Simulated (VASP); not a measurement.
A run of VASP 6.6.1:

INCAR

```
PREC = Accurate ; ENCUT = 520
EDIFF = 1E-7 ; ISMEAR = 0
SIGMA = 0.15 ; LREAL = F
LASPH = T ; NELM = 80
ALGO = Fast ; ISIF = 2
LWAVE = F ; LCHARG = F
GGA = CA ; NBANDS = 21
```

KPOINTS

```
Automatic mesh
0
Gamma
  21 21 12
```

Contents of POSCAR:

```
Ru
1.0
    2.6246253542      0.0000000000      0.0000000000
   -1.3123126771      2.2729922322      0.0000000000
    0.0000000000      0.0000000000      4.2176715000
Ru
2
Direct
    0.3333333333      0.6666666667      0.2500000000
    0.6666666667      0.3333333333      0.7500000000
```

Potentials or basis: VASP PAW LDA potentials, release 64 (Ru_pv).

Launch:

```console
$ cat potpaw_LDA.64/Ru_pv/POTCAR > POTCAR
$ mpirun -np 1 vasp_std > vasp.out
```

Hardware: 1 thread of Intel Xeon 8259CL, on a shared host.

**Question.** How long does it take, and how much memory?

**Answer.** Run time: 3.8 min on 1 thread of Intel Xeon 8259CL, on a shared host, peak memory 0.24 GiB. Counts: scf iterations 14, k points 336.
